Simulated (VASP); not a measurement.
# LiH13O7 in VASP: further runs

LiH13O7 is run at these levels: PBE+D3(BJ); tasks: single point, molecular dynamics.

Everything below comes from runs of VASP 6.6.1. Logs are shortened: lines on timing, memory, paths and dates and some standing lists are left out, and cuts for length are marked.

### Step 1. The cell of the first run

The cell holds a disordered packing, 21 atoms: a = 6.269 Å, b = 6.269 Å, c = 6.269 Å, α = 90.00°, β = 90.00°, γ = 90.00°.

### Step 2. Single point, PBE+D3(BJ)

INCAR

```
  PREC = Accurate
  ENCUT = 520
  EDIFF = 1E-6
  ISMEAR = -1
  SIGMA = 0.02
  LREAL = Auto
  LASPH = T
  NELM = 100
  ALGO = Normal
  ISIF = 2
  LWAVE = F
  LCHARG = T
  GGA = PE
  IVDW = 12
  LELF = T
  LVHAR = T
  NBANDS = 45
```

KPOINTS

```
Automatic mesh
0
Gamma
  1 1 1
```

POSCAR

```
LiH13O7
1.0
    6.2692210000      0.0000000000      0.0000000000
    0.0000000000      6.2692210000      0.0000000000
    0.0000000000      0.0000000000      6.2692210000
O H Li
7 13 1
Direct
    0.6392660268      0.2782801882      0.1949843529
    0.0327153884      1.0874875842      0.7271397834
    0.5166670628      0.2196445140      0.7713558032
    0.2242543372      0.6232672289      0.8926786917
    0.3324495978      0.4947983170      0.4113429723
    0.8281092659      0.4512841388      0.5618560903
    0.3553551550      0.8845437097      0.5514241722
    0.5196498895      0.3748791118      0.2140297814
    0.6152917563      0.2367917800      0.0448700086
   -0.0470393371      1.0043991111      0.8315227681
    0.1294738214      0.9730236021      0.6554721871
    0.4625295551      0.0914308173      0.6838170165
    0.6116708918      0.2849795852      0.6663188297
    0.3148876072      0.6390905664      1.0154212142
    0.2932900276      0.7400759999      0.7962871304
    0.3153661356      0.6482304580      0.4469135799
    0.3884533661      0.4329884048      0.5466388886
    0.7487214121      0.5846180889      0.5811726848
    0.8083300940      0.3898570492      0.4145650632
    0.3081563084      0.9549990342      0.4203871581
    0.0896443115      0.3718165303      0.7507152803
```

Potentials or basis: VASP PAW PBE potentials, release 64 (O, H, Li_sv).

Started as:

```
cat potpaw_PBE.64/O/POTCAR potpaw_PBE.64/H/POTCAR potpaw_PBE.64/Li_sv/POTCAR > POTCAR
mpirun -np 1 vasp_gam > vasp.out
```

OUTCAR:

```text
PREC = Accurate
   ENCUT = 520
   EDIFF = 1E-6
   ISMEAR = -1
   LREAL = Auto
   LASPH = T
   NELM = 100
   ISIF = 2
   GGA = PE
   IVDW = 12
 IVDW          = 12

 ion  position               nearest neighbor table
   1  0.639  0.278  0.195-   8 0.97   9 0.99
   2  0.033  0.087  0.727-  10 0.97  11 1.04  21 1.82
   3  0.517  0.220  0.771-  13 0.98  12 1.03
   4  0.224  0.623  0.893-  14 0.96  15 1.04  21 2.00
   5  0.332  0.495  0.411-  16 0.99  17 1.00
   6  0.828  0.451  0.562-  18 0.98  19 1.01  21 2.08
   7  0.355  0.885  0.551-  20 0.98
   8  0.520  0.375  0.214-   1 0.97
   9  0.615  0.237  0.045-   1 0.99
  10  0.953  0.004  0.832-   2 0.97
  11  0.129  0.973  0.655-   2 1.04
  12  0.463  0.091  0.684-   3 1.03
  13  0.612  0.285  0.666-   3 0.98
  14  0.315  0.639  0.015-   4 0.96
  15  0.293  0.740  0.796-   4 1.04
  16  0.315  0.648  0.447-   5 0.99
  17  0.388  0.433  0.547-   5 1.00
  18  0.749  0.585  0.581-   6 0.98
  19  0.808  0.390  0.415-   6 1.01
  20  0.308  0.955  0.420-   7 0.98
  21  0.090  0.372  0.751-   2 1.82   4 2.00   6 2.08

  LATTYP: Found a simple cubic cell.
 ALAT       =     6.2692210000

  Lattice vectors:

 A1 = (   6.2692210000,   0.0000000000,   0.0000000000)
 A2 = (   0.0000000000,   6.2692210000,   0.0000000000)
 A3 = (   0.0000000000,   0.0000000000,   6.2692210000)

Analysis of symmetry for initial positions (statically):
=====================================================================
 Subroutine PRICEL returns:
 Original cell was already a primitive cell.

 Routine SETGRP: Setting up the symmetry group for a
 simple cubic supercell.

 Subroutine GETGRP returns: Found  1 space group operations
 (whereof  1 operations were pure point group operations)
 out of a pool of 48 trial point group operations.

The static configuration has the point symmetry C_1 .

Analysis of symmetry for dynamics (positions and initial velocities):
=====================================================================
 Subroutine PRICEL returns:
 Original cell was already a primitive cell.

 Routine SETGRP: Setting up the symmetry group for a
 simple cubic supercell.

 Subroutine GETGRP returns: Found  1 space group operations
 (whereof  1 operations were pure point group operations)
 out of a pool of 48 trial point group operations.

The dynamic configuration has the point symmetry C_1 .

 Subroutine INISYM returns: Found  1 space group operations
 (whereof  1 operations are pure point group operations),
 and found     1 'primitive' translations

----------------------------------------------------------------------------------------

                                     Primitive cell

  volume of cell :     246.4000

  direct lattice vectors                    reciprocal lattice vectors
     6.269221000  0.000000000  0.000000000     0.159509451  0.000000000  0.000000000
     0.000000000  6.269221000  0.000000000     0.000000000  0.159509451  0.000000000
     0.000000000  0.000000000  6.269221000     0.000000000  0.000000000  0.159509451

  length of vectors
     6.269221000  6.269221000  6.269221000     0.159509451  0.159509451  0.159509451

  position of ions in fractional coordinates (direct lattice)
     0.639266027  0.278280188  0.194984353
     0.032715388  0.087487584  0.727139783
     0.516667063  0.219644514  0.771355803
     0.224254337  0.623267229  0.892678692
     0.332449598  0.494798317  0.411342972
     0.828109266  0.451284139  0.561856090
[... 13 lines left out ...]
     0.308156308  0.954999034  0.420387158
     0.089644312  0.371816530  0.750715280

  ion indices of the primitive-cell ions
   primitive index   ion index
                 1           1
                 2           2
                 3           3
                 4           4
                 5           5
                 6           6
[... 13 lines left out ...]
                20          20
                21          21

----------------------------------------------------------------------------------------

 KPOINTS: Automatic mesh

Automatic generation of k-mesh.
 Grid dimensions read from file:
 generate k-points for:    1    1    1

 Generating k-lattice:

  Cartesian coordinates                     Fractional coordinates (reciprocal lattice)
     0.159509451  0.000000000  0.000000000     1.000000000  0.000000000  0.000000000
     0.000000000  0.159509451  0.000000000     0.000000000  1.000000000  0.000000000
     0.000000000  0.000000000  0.159509451     0.000000000  0.000000000  1.000000000

  Length of vectors
     0.159509451  0.159509451  0.159509451

  Shift w.r.t. Gamma in fractional coordinates (k-lattice)
     0.000000000  0.000000000  0.000000000

 Subroutine IBZKPT returns following result:
 ===========================================

 Found      1 irreducible k-points:

 Following reciprocal coordinates:
            Coordinates               Weight
  0.000000  0.000000  0.000000      1.000000
   k-points           NKPTS =      1   k-points in BZ     NKDIM =      1   number of bands    NBANDS=     45
   number of dos      NEDOS =    301   number of ions     NIONS =     21
   total plane-waves  NPLWV = 110592
   dimension x,y,z NGX =    48 NGY =   48 NGZ =   48
   dimension x,y,z NGXF=    96 NGYF=   96 NGZF=   96
   ions per type =               7  13   1
   NGX,Y,Z   is equivalent  to a cutoff of  12.73, 12.73, 12.73 a.u.
   NGXF,Y,Z  is equivalent  to a cutoff of  25.46, 25.46, 25.46 a.u.
 SYSTEM =  unknown system
   PREC   = accura    normal or accurate (medium, high low for compatibility)
   ISTART =      0    job   : 0-new  1-cont  2-samecut
   ICHARG =      2    charge: 1-file 2-atom 10-const
   ISPIN  =      1    spin polarized calculation?
   LNONCOLLINEAR =      F non collinear calculations
   LSORBIT =      F    spin-orbit coupling
   LASPH  =      T    aspherical Exc in radial PAW
   ENCUT  =  520.0 eV  38.22 Ry    6.18 a.u.  11.66 11.66 11.66*2*pi/ulx,y,z
   NELM   =    100;   NELMIN=  2; NELMDL= -5     # of ELM steps
   EDIFF  = 0.1E-05   stopping-criterion for ELM
   LREAL  =      T    real-space projection
   EDIFFG = 0.1E-04   stopping-criterion for IOM
   NSW    =      0    number of steps for IOM
   IBRION =     -1    ionic relax: 0-MD 1-quasi-New 2-CG
   NFREE  =      0    steps in history (QN), initial steepest desc. (CG)
   ISIF   =      2    stress and relaxation
   ISYM   =      2    0-nonsym 1-usesym 2-fastsym
   POTIM  = 0.5000    time-step for ionic-motion
   TEBEG  =    0.0;   TEEND  =   0.0 temperature during run
   PSTRESS=    0.0 pullay stress
   NELECT =      58.0000    total number of electrons
   NUPDOWN=      -1.0000    fix difference up-down
   EMIN   =  10.00;   EMAX   =-10.00  energy-range for DOS
   EFERMI =   0.00;   METHOD = LEGACY
   ISMEAR =    -1;   SIGMA  =   0.02  broadening in eV -4-tet -1-fermi 0-gaus
   EFERMI_NEDOS =   21; number of points for ismear=-14 and -15
   IALGO  =     38    algorithm
   IMIX   =      4    mixing-type and parameters
     AMIX     =   0.40;   BMIX     =  1.00
     AMIX_MAG =   1.60;   BMIX_MAG =  1.00
  volume/ion in A,a.u.               =      11.73        79.18
  Fermi-wavevector in a.u.,A,eV,Ry     =   1.010812  1.910159 13.901641  1.021742
  Thomas-Fermi vector in A             =   2.143824
   LORBIT       =      0    0 simple, 1 ext, 2 COOP (PROOUT), +10 PAW based schemes
   GGA     = PE    functional components
   LHFCALC =     F    Hartree Fock is set to
   AEXX    =    0.0000 exact exchange contribution
   IVDW    =    12    specifies the selected vdW correction
   LEPSILON=     F    determine dielectric tensor
   LRPA    =     F    only Hartree local field effects (RPA)
 non-spin polarized calculation
  energy-cutoff  :      520.00
  volume of cell :      246.40
 maximum number of plane-waves:      3310
 NGX is ok and might be reduce to    48
   NGX = 23   NGY = 23   NGZ = 23

 number of electron      58.0000002 magnetization

 Free energy of the ion-electron system (eV)
  ---------------------------------------------------
  ext. energy  EPLUGINS =         0.00000000
  ---------------------------------------------------
  free energy    TOTEN  =      -101.49958945 eV

  energy without entropy =     -101.49958945  energy(sigma->0) =     -101.49958945

 E-fermi :  -2.6279     XC(G=0):  -6.2448

 val. band max:       -3.1545956262   @ k =   0.0000   0.0000   0.0000
 cond. band min:       0.5795951782   @ k =   0.0000   0.0000   0.0000
 fundamental gap:      3.7341908043
 Fermi energy:        -2.6278724081

 k-point     1 :       0.0000    0.0000    0.0000
  band No.  band energies     occupation
      1     -46.5872      2.00000
      2     -22.7767      2.00000
      3     -22.6983      2.00000
      4     -22.1668      2.00000
      5     -22.0000      2.00000
      6     -21.6396      2.00000
[... 33 lines left out ...]
     40       6.6787      0.00000
     41       7.0348      0.00000
 [bands above 41 left out]

------------------------ aborting loop because EDIFF is reached ----------------------------------------

 Edisp (eV)   -0.76199

 E8    (eV) :    -0.1784

  FORCE on cell =-STRESS in cart. coord.  units (eV):
  Direction    XX          YY          ZZ          XY          YZ          ZX
  --------------------------------------------------------------------------------------
  -------------------------------------------------------------------------------------
  Total       0.07834    -0.21498    -3.18496    -1.29857    -0.05371    -1.48127
  in kB       0.50940    -1.39789   -20.70967    -8.44377    -0.34921    -9.63170
  external pressure =       -7.20 kB  Pullay stress =        0.00 kB

 VOLUME and BASIS-vectors are now :
 -----------------------------------------------------------------------------
  energy-cutoff  :      520.00
  volume of cell :      246.40
      direct lattice vectors                 reciprocal lattice vectors
     6.269221000  0.000000000  0.000000000     0.159509451  0.000000000  0.000000000
     0.000000000  6.269221000  0.000000000     0.000000000  0.159509451  0.000000000
     0.000000000  0.000000000  6.269221000     0.000000000  0.000000000  0.159509451

 POSITION                                       TOTAL-FORCE (eV/Angst)
 -----------------------------------------------------------------------------------
      4.00770      1.74460      1.22240         0.437572     -0.177138     -0.543704
      0.20510      0.54848      4.55860         0.007318     -1.484095      0.087243
      3.23910      1.37700      4.83580        -0.769549     -0.566634     -0.758679
      1.40590      3.90740      5.59640         0.786664      1.745980     -1.348622
      2.08420      3.10200      2.57880        -0.058093     -1.061028      0.256579
      5.19160      2.82920      3.52240         0.076684     -0.016881      0.085433
[... 13 lines left out ...]
      1.93190      5.98710      2.63550         0.319363      0.023862      0.176242
      0.56200      2.33100      4.70640        -0.017557      0.419768     -0.216039
 -----------------------------------------------------------------------------------
    total drift:                                0.001359      0.002476      0.001385

  FREE ENERGIE OF THE ION-ELECTRON SYSTEM (eV)
  ---------------------------------------------------
  free  energy   TOTEN  =      -102.2615813231 eV

  energy  without entropy=     -102.2615813231  energy(sigma->0) =     -102.26158132
```

Wall time 28 s (1 thread of AMD EPYC 7R43 (Zen 3), shared host); peak memory 0.26 GiB.

What came out:

```yaml
Free_energy: -102.2616 eV
Largest_force: 2.342 eV/Å
Dispersion_energy_per_atom: -0.036 eV
```

Forces in eV/Å, atoms in the order of the input:
```
O    0.438 -0.177 -0.544
O    0.007 -1.484  0.087
O   -0.770 -0.567 -0.759
O    0.787  1.746 -1.349
O   -0.058 -1.061  0.257
O    0.077 -0.017  0.085
O   -0.542  0.257  0.218
H   -0.486  0.374  0.805
H    0.305 -0.182 -0.101
H   -0.087  0.273 -0.080
H    0.256  0.912  0.232
H   -0.020 -0.030  0.497
H    0.814  0.202  0.329
H    0.022 -0.471  0.822
H   -1.135 -1.303  0.221
H    0.319  0.574  0.359
H   -0.169  0.193 -0.779
H    0.170 -0.304 -0.698
H   -0.231  0.621  0.436
H    0.319  0.024  0.176
Li  -0.018  0.420 -0.216
```

Caveat: the k points lie up to 1.00 Å⁻¹ apart; the cutoff is under 1.25 times the usual one of these potentials, so pressure, stress and relaxed cells hold a basis-set (Pulay) error.

### Step 3. Molecular dynamics, PBE+D3(BJ)

INCAR

```
SYSTEM = LiH13O7
PREC     = Accurate       ! precision mode
ENCUT    = 520            ! plane-wave cutoff, eV
EDIFF    = 1E-5           ! SCF threshold, eV
ISMEAR   = -1             ! smearing method
SIGMA    = 0.02           ! smearing width, eV
LREAL    = Auto         
LASPH    = .TRUE.         ! aspherical terms in the spheres
NELM     = 80             ! most SCF steps
ALGO     = Normal         ! electronic algorithm
ISIF     = 2              ! what is computed and relaxed
LWAVE    = .FALSE.        ! write WAVECAR
LCHARG   = .TRUE.         ! write CHGCAR
GGA      = PE             ! functional
IVDW     = 12             ! dispersion correction
NBANDS   = 45             ! bands
IBRION   = 0              ! ionic algorithm
NSW      = 40             ! ionic steps
POTIM    = 0.5            ! step
TEBEG    = 350.0        
TEEND    = 350.0        
ISYM     = 0            
NELMIN   = 4            
RANDOM_SEED= 177976 0 0   
MDALGO   = 3            
LANGEVIN_GAMMA= 20 20 20
```

KPOINTS

```
regular mesh
0
G
  1 1 1
  0 0 0
```

POSCAR

```
LiH13O7
1.0
    6.2692210000      0.0000000000      0.0000000000
    0.0000000000      6.2692210000      0.0000000000
    0.0000000000      0.0000000000      6.2692210000
O H Li
7 13 1
Direct
    0.6355090200      0.2475549400      0.1583610000
    0.0455330100      1.0386964400      0.7708085200
    0.4617952200      0.2251425300      0.7134325400
    0.2747425900      0.6016766600      0.8958400100
    0.2728376500      0.4619744800      0.3751789300
    0.8681965200      0.4463446300      0.6253305000
    0.3644809500      0.8470551500      0.5666406700
    0.5208297100      0.3406509500      0.2107019600
    0.5962747400      0.2274815100      0.0087454900
    0.0081877900      0.9427917900      0.8860809900
    0.1514946100      0.9581318000      0.6798216700
    0.4474726700      0.0707636700      0.6607745600
    0.6033011400      0.2798605500      0.6734163300
    0.3045663000      0.6611384500      1.0356915200
    0.3376992300      0.6990486400      0.7851969600
    0.3003738300      0.6055397700      0.4401355400
    0.3428483600      0.3656431200      0.4778934600
    0.8253899200      0.5955192700      0.6275674400
    0.9397825100      0.4301152200      0.4861941700
    0.4408640900      0.8819584700      0.4366702400
    0.1568761600      0.3330122500      0.8079136900
```

Potentials or basis: VASP PAW PBE potentials, release 64 (O, H, Li_sv).

Started as:

```
cat potpaw_PBE.64/O/POTCAR potpaw_PBE.64/H/POTCAR potpaw_PBE.64/Li_sv/POTCAR > POTCAR
mpirun -np 1 vasp_gam > vasp.out
```

Run time: 6.5 min. Hardware: 1 thread of AMD EPYC 7R43 (Zen 3), shared host; peak memory 0.32 GiB.

The run converged. Its results:

```
Dispersion energy per atom : -0.036 eV
```

Caveat: the k points lie up to 1.00 Å⁻¹ apart; the cutoff is under 1.25 times the usual one of these potentials, so pressure, stress and relaxed cells hold a basis-set (Pulay) error.
